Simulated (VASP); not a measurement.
A run of VASP 6.6.1:

INCAR

```
SYSTEM = Te2Mo
PREC     = Accurate       ! precision mode
ENCUT    = 520            ! plane-wave cutoff, eV
EDIFF    = 1E-6           ! SCF threshold, eV
ISMEAR   = 1              ! smearing method
SIGMA    = 0.05           ! smearing width, eV
LREAL    = .FALSE.        ! projectors in reciprocal space
LASPH    = .TRUE.         ! aspherical terms in the spheres
NELM     = 60             ! most SCF steps
ALGO     = Normal         ! electronic algorithm
ISIF     = 2              ! what is computed and relaxed
LWAVE    = .FALSE.        ! write WAVECAR
LCHARG   = .FALSE.        ! write CHGCAR
GGA      = PE             ! functional
NBANDS   = 20             ! bands
```

Contents of KPOINTS:

```
Automatic mesh
0
G
  6 6 6
  0 0 0
```

POSCAR

```
Te2Mo
1.0
    1.7734078919      1.0238775238      7.1041367115
   -1.7734078919      1.0238775238      7.1041367115
    0.0000000000     -2.0477550476      7.1041367115
Mo Te
1 2
Direct
   -0.0000368534     -0.0000368534     -0.0000368534
    0.4174226661      0.4174226661      0.4174226661
    0.2492808540      0.2492808540      0.2492808540
```

Potentials or basis: VASP PAW PBE potentials, release 64 (Mo_sv, Te).

Command:

```console
$ cat potpaw_PBE.64/Mo_sv/POTCAR potpaw_PBE.64/Te/POTCAR > POTCAR
$ mpirun -np 1 vasp_std > vasp.out
```

Hardware: 1 thread of AMD EPYC 9R45 (Zen 5), with other jobs on the host.

**Question.** Estimate the wall time of this run.

**Answer.** Wall time 100 s on 1 thread of AMD EPYC 9R45 (Zen 5), with other jobs on the host, peak memory 0.38 GiB. Counts: scf iterations 14, k points 32.
